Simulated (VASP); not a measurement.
Wanted: the native input for a VASP 6.6.1 run.

- Task: single point
- Functional: PBE
- Potentials or basis: VASP PAW PBE potentials, release 64 (Se, Fe, Mn_pv)
- Cutoff: 520 eV
- k mesh: 9 × 9 × 3
- Occupations: fermi-dirac, width 0.05 eV
- Spin: collinear spin, ferromagnetic start
- Starting moments: [0.0, 0.0, 0.0, 4.5, 5.5, 5.5] μB
- Dipole correction: no
- Further INCAR settings: ALGO = Normal; EDIFF = 1e-06; NBANDS = 39

The structure of Mn2FeSe3 lies in POSCAR:

```
Mn2FeSe3
1.0
    3.5257490756      0.0000000000      0.0000000000
   -1.7628745378      3.0533882668      0.0000000000
    0.0000000000      0.0000000000      8.5645230000
Se Fe Mn
3 1 2
Direct
    0.0000000000      0.0000000000      0.5000000000
    0.6666666667      0.3333333333      0.8394020000
    0.3333333333      0.6666666667      0.1605980000
    0.0000000000      0.0000000000      0.0000000000
    0.6666666667      0.3333333333      0.3332160000
    0.3333333333      0.6666666667      0.6667840000
```

These files were run (other wordings do the same):

INCAR

```
SYSTEM = Mn2FeSe3
PREC     = Accurate       ! precision mode
ENCUT    = 520            ! plane-wave cutoff, eV
EDIFF    = 1E-6           ! SCF threshold, eV
ISMEAR   = -1             ! smearing method
SIGMA    = 0.05           ! smearing width, eV
LREAL    = .False.        ! projectors in reciprocal space
LASPH    = .True.         ! aspherical terms in the spheres
NELM     = 150            ! most SCF steps
ALGO     = Normal         ! electronic algorithm
ISIF     = 2              ! what is computed and relaxed
LWAVE    = .False.        ! write WAVECAR
LCHARG   = .True.         ! write CHGCAR
ISPIN    = 2              ! spin polarisation
MAGMOM   = 0 0 0 4.5 5.5 5.5 ! initial moments
LORBIT   = 11             ! projections on sites
LMAXMIX  = 4              ! l up to which the mixer works
GGA      = PE             ! functional
LELF     = .True.         ! ELF
LVHAR    = .True.       
NBANDS   = 39             ! bands
```

KPOINTS

```
Automatic mesh
0
Gamma
  9 9 3
  0 0 0
```

Potentials or basis: VASP PAW PBE potentials, release 64 (Se, Fe, Mn_pv).

Run with:

```console
$ cat potpaw_PBE.64/Se/POTCAR potpaw_PBE.64/Fe/POTCAR potpaw_PBE.64/Mn_pv/POTCAR > POTCAR
$ mpirun -np 1 vasp_std > vasp.out
```

Results of the run:

```yaml
Pressure: 16.1 GPa
Largest_force: 0.260 eV/Å
Net_moment: 10.28 μB per cell
Site_moments: Se +0.05, +0.04 (each value once); Fe +2.46; Mn +3.60 μB
Valence_electrons_inside_the_program's_atomic_spheres: Se 4.00, 3.96 (each value once); Fe 7.13; Mn 11.61
```

Caveat: the cell stands under pressure; the run started ferromagnetic, and an antiferromagnetic order may lie lower in energy.

Run time: 3.6 min on 1 thread of Intel(R) Xeon(R) Platinum 8488C (Sapphire Rapids) (shared host), peak memory 0.37 GiB.
